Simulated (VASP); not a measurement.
Here is a VASP 6.6.1 calculation.

Contents of INCAR:

```
SYSTEM = GaAs
  PREC = Accurate
  ENCUT = 520
  EDIFF = 1E-7
  ISMEAR = -1
  SIGMA = 0.01
  LREAL = .FALSE.
  LASPH = .TRUE.
  NELM = 150
  ALGO = Normal
  ISIF = 2
  LWAVE = .FALSE.
  LCHARG = .TRUE.
  MAGMOM = 0 0 0 0 0 0
  LORBIT = 11
  LSORBIT = .TRUE.
  GGA_COMPAT = .FALSE.
  LORBMOM = .TRUE.
  GGA = PS
  LVHAR = .TRUE.
  NBANDS = 30
```

File KPOINTS:

```
regular mesh
0
G
  8 8 8
  0 0 0
```

POSCAR

```
GaAs
1.0
    0.0000000000      2.8431975943      2.8431975943
    2.8431975943      0.0000000000      2.8431975943
    2.8431975943      2.8431975943      0.0000000000
Ga As
1 1
Direct
    0.0000000000      0.0000000000      0.0000000000
    0.7500000000      0.7500000000      0.7500000000
```

Potentials or basis: VASP PAW PBE potentials, release 64 (Ga_d, As).

Command:

```console
$ cat potpaw_PBE.64/Ga_d/POTCAR potpaw_PBE.64/As/POTCAR > POTCAR
$ mpirun -np 1 vasp_ncl > vasp.out
```

Estimate the net moment.

0.00 μB per cell.

Predict the pressure.

-0.9 GPa.

Moments on the atoms (μB; x, y, z):
```
Ga  0.00 0.00 0.00
As  0.00 0.00 0.00
```

Caveat: the PAW data sets were made with another functional, which shifts forces and pressure a little.
